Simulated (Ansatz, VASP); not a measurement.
**C: VASP beside Ansatz**

```xyz
1
Lattice="-1.0979 1.0979 1.0979 1.0979 -1.0979 1.0979 1.0979 1.0979 -1.0979" Properties=species:S:1:pos:R:3 pbc="T T T"
C     0.0000    0.0000    0.0000
```

Change from the starting cell: volume scaled by 0.84, PAW files.

Alike in both runs: task single point; functional LDA; k mesh 22 × 22 × 22; occupations fermi-dirac, width 0.1 eV; no spin polarisation.

|  | VASP | Ansatz |
| --- | --- | --- |
| version | VASP 6.6.1 | Ansatz 0.2.0 |
| potentials or method | VASP PAW LDA potentials, release 64 (C) | PAW with Ansatz's default frozen-core files, scalar-relativistic |
| plane-wave cutoff (eV) | 520 | 420 |
| valence electrons in the cell | 4 | 4 |

VASP gave:

```
pressure (GPa) : 56.6
```

Task: Estimate Ansatz's values.

Result: Pressure (GPa): 55.6.

LDA's correlation is that of Perdew and Zunger in VASP and of Perdew and Wang (1992) in Ansatz. Both programs put the cell under a high pressure, so it lies far from rest at this level.
